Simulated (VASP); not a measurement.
Set up this calculation in VASP 6.6.1, as the native input.

```
Task                   : single point
Functional             : r2SCAN
Potentials or basis    : VASP PAW PBE potentials, release 64 (Ta_pv)
Cutoff                 : 520 eV
k mesh                 : 18 × 18 × 8
Occupations            : gaussian, width 0.1 eV
Spin                   : no spin polarisation
Dipole correction      : no
Further INCAR settings : ALGO = Normal; EDIFF = 1e-06; NBANDS = 18
```

Ta:

```
CELL_PARAMETERS angstrom
2.92053 0.00000 0.00000
-1.46026 2.52925 0.00000
0.00000 0.00000 5.12469
ATOMIC_POSITIONS crystal
Ta 0.66667 0.33333 0.75000
Ta 0.33333 0.66667 0.25000
```

This cell differs from its parent crystal: functional r2SCAN, strained.

The input as run:

POSCAR

```
Ta
1.0
    2.9205296585      0.0000000000      0.0000000000
   -1.4602648293      2.5292528768      0.0000000000
    0.0000000000      0.0000000000      5.1246854943
Ta
2
Direct
    0.6666666700      0.3333333300      0.7500000000
    0.3333333300      0.6666666700      0.2500000000
```

INCAR.step1

```
SYSTEM = Ta
ALGO = Normal
EDIFF = 1E-4
ENCUT = 520
GGA = PE
ISMEAR = 0
LASPH = .TRUE.
LCHARG = .FALSE.
LREAL = .FALSE.
LWAVE = .TRUE.
NBANDS = 18
NELM = 100
PREC = Accurate
SIGMA = 0.1
```

INCAR.step2

```
SYSTEM = Ta
ALGO = Normal
EDIFF = 1E-6
ENCUT = 520
ISIF = 2
ISMEAR = 0
ISTART = 1
LASPH = .TRUE.
LCHARG = .FALSE.
LMIXTAU = .TRUE.
LREAL = .FALSE.
LWAVE = .FALSE.
METAGGA = R2SCAN
NBANDS = 18
NELM = 100
PREC = Accurate
SIGMA = 0.1
```

KPOINTS

```
k-points
0
G
  18 18 8
  0 0 0
```

Potentials or basis: VASP PAW PBE potentials, release 64 (Ta_pv).

Launch:

```bash
$ cat potpaw_PBE.64/Ta_pv/POTCAR > POTCAR
$ cp INCAR.step1 INCAR
$ mpirun -np 1 vasp_std > vasp.out
$ cp INCAR.step2 INCAR
$ mpirun -np 1 vasp_std > vasp.out
```

It gave:

* Pressure: -4.1 GPa
* Band gap on the k mesh: zero (band 11 reaches 6.74 eV, above the bottom of band 12 at 4.61 eV)

Caveat: the cell differs from its parent crystal (functional r2SCAN, strained); the PAW data sets were made with another functional, which shifts forces and pressure a little; spin-orbit coupling is left out, which moves the levels of the heavy elements.

It took 2.3 min on 1 thread of Intel(R) Xeon(R) 6975P-C (Granite Rapids), with other jobs on the host, peak memory 0.24 GiB.
